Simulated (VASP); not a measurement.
# BaMg2Sb2 (P-3m1) in VASP: a series of runs

The runs below take BaMg2Sb2 through single point, with LDA.

Everything below comes from runs of VASP 6.6.1. Logs are shortened: lines on timing, memory, paths and dates and some standing lists are left out, and cuts for length are marked.

## Step 1: The cell of the first run

It takes space group P-3m1 (No. 164, trigonal). Conventional cell: a = 4.507 Å, b = 4.507 Å, c = 7.561 Å, α = 90.00°, β = 90.00°, γ = 120.00°. Within 4.3 Å of Ba (site symmetry -3m) lie 6 Sb at 3.26 Å and 6 Mg at 3.84 Å. Within 3.6 Å of Mg (site symmetry 3m) lie 4 Sb at 2.74 to 2.76 Å and 3 Mg at 3.22 Å. Sb (site symmetry 3m) has 4 Mg at 2.74 to 2.76 Å and 3 Ba at 3.26 Å within 3.6 Å.

## Step 2: Single point, LDA

INCAR reads:

```
  ALGO = Normal
  EDIFF = 1E-7
  ENCUT = 520
  ISIF = 2
  ISMEAR = 0
  LASPH = T
  LCHARG = F
  LREAL = F
  LWAVE = F
  NBANDS = 20
  NELM = 80
  PREC = Accurate
  SIGMA = 0.01
```

KPOINTS reads:

```
k-points
0
Gamma
  6 6 2
```

POSCAR reads:

```
BaMg2Sb2
1.0
    4.5065691086      0.0000000000      0.0000000000
   -2.2532845543      3.9028033320      0.0000000000
    0.0000000000      0.0000000000      7.5609433264
Ba Mg Sb
1 2 2
Direct
    0.0000000000      0.0000000000      0.0000000000
    0.3333333333      0.6666666667      0.6258483701
    0.6666666667      0.3333333333      0.3741516299
    0.3333333333      0.6666666667      0.2604151694
    0.6666666667      0.3333333333      0.7395848306
```

Potentials or basis: VASP PAW LDA potentials, release 64 (Ba_sv, Mg, Sb).

Command:

```bash
> cat potpaw_LDA.64/Ba_sv/POTCAR potpaw_LDA.64/Mg/POTCAR potpaw_LDA.64/Sb/POTCAR > POTCAR
> mpirun -np 1 vasp_std > vasp.out
```

OUTCAR:

```text
EDIFF = 1E-7
   ENCUT = 520
   ISIF = 2
   ISMEAR = 0
   LASPH = T
   LREAL = F
   NELM = 80
   PREC = Accurate

 ion  position               nearest neighbor table
   1  0.000  0.000  0.000-   4 3.26   5 3.26   5 3.26   4 3.26   5 3.26   4 3.26   2 3.84   3 3.84
                             2 3.84   3 3.84   3 3.84   2 3.84
   2  0.333  0.667  0.626-   5 2.74   5 2.74   5 2.74   4 2.76   3 3.22   3 3.22   3 3.22   1 3.84
                             1 3.84   1 3.84
   3  0.667  0.333  0.374-   4 2.74   4 2.74   4 2.74   5 2.76   2 3.22   2 3.22   2 3.22   1 3.84
                             1 3.84   1 3.84
   4  0.333  0.667  0.260-   3 2.74   3 2.74   3 2.74   2 2.76   1 3.26   1 3.26   1 3.26
   5  0.667  0.333  0.740-   2 2.74   2 2.74   2 2.74   3 2.76   1 3.26   1 3.26   1 3.26

  LATTYP: Found a hexagonal cell.
 ALAT       =     4.5065691086
 C/A-ratio  =     1.6777604302

  Lattice vectors:

 A1 = (   4.5065691086,   0.0000000000,   0.0000000000)
 A2 = (  -2.2532845543,   3.9028033320,   0.0000000000)
 A3 = (   0.0000000000,   0.0000000000,   7.5609433264)

Analysis of symmetry for initial positions (statically):
=====================================================================
 Subroutine PRICEL returns:
 Original cell was already a primitive cell.

 Routine SETGRP: Setting up the symmetry group for a
 hexagonal supercell.

 Subroutine GETGRP returns: Found 12 space group operations
 (whereof 12 operations were pure point group operations)
 out of a pool of 24 trial point group operations.

The static configuration has the point symmetry D_3d.

Analysis of symmetry for dynamics (positions and initial velocities):
=====================================================================
 Subroutine PRICEL returns:
 Original cell was already a primitive cell.

 Routine SETGRP: Setting up the symmetry group for a
 hexagonal supercell.

 Subroutine GETGRP returns: Found 12 space group operations
 (whereof 12 operations were pure point group operations)
 out of a pool of 24 trial point group operations.

The dynamic configuration has the point symmetry D_3d.

 Subroutine INISYM returns: Found 12 space group operations
 (whereof 12 operations are pure point group operations),
 and found     1 'primitive' translations

----------------------------------------------------------------------------------------

[... 87 lines left out ...]
   EDIFF  = 0.1E-06   stopping-criterion for ELM
   LREAL  =      F    real-space projection
   EDIFFG = 0.1E-05   stopping-criterion for IOM
   NSW    =      0    number of steps for IOM
   IBRION =     -1    ionic relax: 0-MD 1-quasi-New 2-CG
   NFREE  =      0    steps in history (QN), initial steepest desc. (CG)
   ISIF   =      2    stress and relaxation
   ISYM   =      2    0-nonsym 1-usesym 2-fastsym
   POTIM  = 0.5000    time-step for ionic-motion
   TEBEG  =    0.0;   TEEND  =   0.0 temperature during run
   PSTRESS=    0.0 pullay stress
   NELECT =      24.0000    total number of electrons
   NUPDOWN=      -1.0000    fix difference up-down
   EMIN   =  10.00;   EMAX   =-10.00  energy-range for DOS
   EFERMI =   0.00;   METHOD = LEGACY
   ISMEAR =     0;   SIGMA  =   0.01  broadening in eV -4-tet -1-fermi 0-gaus
   EFERMI_NEDOS =   21; number of points for ismear=-14 and -15
   IALGO  =     38    algorithm
   IMIX   =      4    mixing-type and parameters
     AMIX     =   0.40;   BMIX     =  1.00
     AMIX_MAG =   1.60;   BMIX_MAG =  1.00
  volume/ion in A,a.u.               =      26.60       179.48
  Fermi-wavevector in a.u.,A,eV,Ry     =   0.925150  1.748281 11.645271  0.855903
  Thomas-Fermi vector in A             =   2.050974
   LORBIT       =      0    0 simple, 1 ext, 2 COOP (PROOUT), +10 PAW based schemes
   GGA     = CA    functional components
   LHFCALC =     F    Hartree Fock is set to
   AEXX    =    0.0000 exact exchange contribution
   IVDW    =     0    specifies the selected vdW correction
   LEPSILON=     F    determine dielectric tensor
   LRPA    =     F    only Hartree local field effects (RPA)
 non-spin polarized calculation
 Gauss-broadening in eV      SIGMA  =   0.01
  energy-cutoff  :      520.00
  volume of cell :      132.98
 maximum number of plane-waves:      3640
 NGX is ok and might be reduce to    36
   NGX = 17   NGY = 17   NGZ = 29

 number of electron      24.0000000 magnetization

 Free energy of the ion-electron system (eV)
  ---------------------------------------------------
  ext. energy  EPLUGINS =         0.00000000
  ---------------------------------------------------
  free energy    TOTEN  =       -19.04206261 eV

  energy without entropy =      -19.04206261  energy(sigma->0) =      -19.04206261

 E-fermi :   4.7997     XC(G=0):  -9.4802

 val. band max:        4.6784132130   @ k =   0.0000   0.0000   0.0000
 cond. band min:       5.1847360371   @ k =   0.5000   0.0000   0.0000
 fundamental gap:      0.5063228241
 Fermi energy:         4.7997437951

 k-point     1 :       0.0000    0.0000    0.0000
  band No.  band energies     occupation
      1     -22.5746      2.00000
      2      -8.3781      2.00000
      3      -7.7875      2.00000
      4      -7.7875      2.00000
      5      -5.3244      2.00000
      6      -3.6870      2.00000
[... 311 lines left out ...]
     19      10.4574      0.00000
     20      10.4574      0.00000

------------------------ aborting loop because EDIFF is reached ----------------------------------------

  FORCE on cell =-STRESS in cart. coord.  units (eV):
  Direction    XX          YY          ZZ          XY          YZ          ZX
  --------------------------------------------------------------------------------------
  -------------------------------------------------------------------------------------
  Total        7.0714201      7.0714201      7.0063670      0.0000000      0.0000000      0.0000000
  in kB       85.1958689     85.1958689     84.4121140      0.0000000      0.0000000      0.0000000
  external PRESSURE =      84.9346173 kB  Pullay stress =       0.0000000 kB

 VOLUME and BASIS-vectors are now :
 -----------------------------------------------------------------------------
  energy-cutoff  :      520.00
  volume of cell :      132.98
      direct lattice vectors                 reciprocal lattice vectors
     4.506569109  0.000000000  0.000000000     0.221898295  0.128113040  0.000000000
    -2.253284554  3.902803332  0.000000000     0.000000000  0.256226080  0.000000000
     0.000000000  0.000000000  7.560943326     0.000000000  0.000000000  0.132258629

 POSITION                                       TOTAL-FORCE (eV/Angst)
 -----------------------------------------------------------------------------------
      0.00000      0.00000      0.00000         0.000000      0.000000      0.000000
     -0.00000      2.60187      4.73200         0.000000     -0.000000      0.005435
      2.25328      1.30093      2.82894         0.000000      0.000000     -0.005435
     -0.00000      2.60187      1.96898        -0.000000     -0.000000      0.056070
      2.25328      1.30093      5.59196        -0.000000      0.000000     -0.056070
 -----------------------------------------------------------------------------------
    total drift:                                0.000000      0.000000     -0.000000

  FREE ENERGIE OF THE ION-ELECTRON SYSTEM (eV)
  ---------------------------------------------------
  free  energy   TOTEN  =       -19.0420626122 eV

  energy  without entropy=      -19.0420626122  energy(sigma->0) =      -19.04206261
```

Wall time 19 s (1 thread of Intel Xeon 6975P-C (Granite Rapids), shared host); peak memory 0.22 GiB.

What came out:

```yaml
Free_energy: -19.0421 eV
Pressure: 8.5 GPa
Largest_force: 0.056 eV/Å
Band_gap_on_the_k_mesh: 0.51 eV, indirect (least direct gap 1.24 eV)
```

Forces in eV/Å, atoms in the order of the input:
```
Ba   0.000  0.000  0.000
Mg   0.000  0.000  0.005
Mg   0.000  0.000 -0.005
Sb   0.000  0.000  0.056
Sb   0.000  0.000 -0.056
```

Stress tensor (GPa, compression positive):
```
8.52 0.00 0.00
0.00 8.52 0.00
0.00 0.00 8.44
```

Caveat: spin-orbit coupling is left out, which moves the levels of the heavy elements. A k mesh can miss the band edges.

## Step 3: Single point, LDA

This run uses another cell than the first one, of 27.36 Å³/atom, 1.029 times its volume.

INCAR reads:

```
ALGO = Normal
EDIFF = 1E-6
ENCUT = 520
GGA = CA
ISIF = 2
ISMEAR = 0
LASPH = True
LCHARG = False
LREAL = False
LWAVE = False
NBANDS = 20
NELM = 100
PREC = Accurate
SIGMA = 0.01
```

KPOINTS is that of step 2.

POSCAR reads:

```
BaMg2Sb2
1.0
    4.5470544059      0.0000000000      0.0000000000
   -2.2735272029      3.9378646279      0.0000000000
    0.0000000000      0.0000000000      7.6412301074
Ba Mg Sb
1 2 2
Direct
    0.0000000000      0.0000000000      0.0000000000
    0.3333333333      0.6666666667      0.6257706368
    0.6666666667      0.3333333333      0.3742293632
    0.3333333333      0.6666666667      0.2613291739
    0.6666666667      0.3333333333      0.7386708261
```

Potentials or basis: VASP PAW LDA potentials, release 64 (Ba_sv, Mg, Sb).

Command:

```bash
> cat potpaw_LDA.64/Ba_sv/POTCAR potpaw_LDA.64/Mg/POTCAR potpaw_LDA.64/Sb/POTCAR > POTCAR
> mpirun -np 1 vasp_std > vasp.out
```

Run time: 19 s. Hardware: 1 thread of Intel Xeon 6975P-C (Granite Rapids), shared host; peak memory 0.23 GiB.

It converged, with:

```
Free energy            : -19.2209 eV
Pressure               : 6.4 GPa
Largest force          : 0.052 eV/Å
Band gap on the k mesh : 0.56 eV, indirect (least direct gap 1.31 eV)
```

Forces on the atoms (eV/Å):
```
Ba   0.000  0.000  0.000
Mg   0.000  0.000  0.003
Mg   0.000  0.000 -0.003
Sb   0.000  0.000  0.052
Sb   0.000  0.000 -0.052
```

Levels at points of the mesh, in eV from the valence-band top:
```csv
k point,band 10,band 11,band 12,band 13,band 14,band 15
"(0.00, 0.00, 0.00)",-0.04,-0.04,0.00,1.69,1.79,2.48
"(0.50, 0.00, 0.00)",-1.66,-1.52,-1.38,0.56,2.90,3.31
"(0.00, 0.00, 0.50)",-0.99,-0.63,-0.63,1.62,2.29,2.29
"(0.50, 0.00, 0.50)",-2.02,-0.62,-0.60,0.71,1.61,3.04
```

Caveat: spin-orbit coupling is left out, which moves the levels of the heavy elements.

[end of part 1 of 2]
